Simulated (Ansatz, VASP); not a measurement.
Given: the input of a run of VASP 6.6.1 on BiS.

Contents of INCAR:

```
ALGO     = Normal         # electronic algorithm
EDIFF    = 1E-7           # SCF threshold, eV
ENCUT    = 520            # plane-wave cutoff, eV
GGA      = PE             # functional
ISIF     = 2              # what is computed and relaxed
ISMEAR   = -1             # smearing method
LASPH    = T              # aspherical terms in the spheres
LCHARG   = F              # write CHGCAR
LREAL    = F              # projectors in reciprocal space
LWAVE    = F              # write WAVECAR
NBANDS   = 18             # bands
NELM     = 100            # most SCF steps
PREC     = Accurate       # precision mode
SIGMA    = 0.05           # smearing width, eV
```

The input KPOINTS:

```
k-points
0
Gamma
  8 8 8
```

POSCAR

```
BiS
1.0
    2.1506396250      1.2416723618      3.5691419193
   -2.1506396250      1.2416723618      3.5691419193
    0.0000000000     -2.4833447337      3.5691419193
Bi S
1 1
Direct
    0.0000000000      0.0000000000      0.0000000000
    0.5000000000      0.5000000000      0.5000000000
```

Potentials or basis: VASP PAW PBE potentials, release 64 (Bi_d, S).

Launch:

```sh
$ cat potpaw_PBE.64/Bi_d/POTCAR potpaw_PBE.64/S/POTCAR > POTCAR
$ mpirun -np 1 vasp_std > vasp.out
```

Set up the same calculation for Ansatz 0.2.0. Potentials there: all-electron LAPW, scalar-relativistic.

As run (the cutoff follows the program's own potentials):

Contents of input.yaml:

```yaml
crystal:
  lattice:
    - [2.150639625, 1.2416723618, 3.5691419193]
    - [-2.150639625, 1.2416723618, 3.5691419193]
    - [0.0, -2.4833447337, 3.5691419193]
  atoms:
    - { symbol: Bi, position: [0.0, 0.0, 0.0] }
    - { symbol: S, position: [0.5, 0.5, 0.5] }
kpoints:
  mp_grid: { grid: [8, 8, 8] }
scf:
  occupations: { method: fermi_dirac, width: 0.05 }
hamiltonian:
  xc: pbe
  pseudopotentials: { kind: all_electron, lapw: { basis_error: 0.0005 } }
output:
  forces: true
  stress: true
  eigenvalues: true
```

Potentials or basis: all-electron LAPW, scalar-relativistic.

The run is started by

```sh
$ ansatz run input.yaml --threads 1 --pin off --max-ram 3072MiB --backend cpu --events-out ev --progress --plain --runs-dir out
```

Both were run:

|  | VASP | Ansatz | Ansatz less VASP |
| --- | --- | --- | --- |
| gap on the k mesh at the Fermi level (eV) | none | none | - |
| pressure (GPa) | -4.2 | -4.1 | +0.07 |
| traceless stress, the component that is largest in VASP (GPa) | 0.22 | 0.22 | +0.001 |

A gap of «none» marks a metal or a gap that the smearing closes. Ansatz ran all-electron here, and VASP with PAW potentials.

Neither program's run includes spin-orbit coupling.
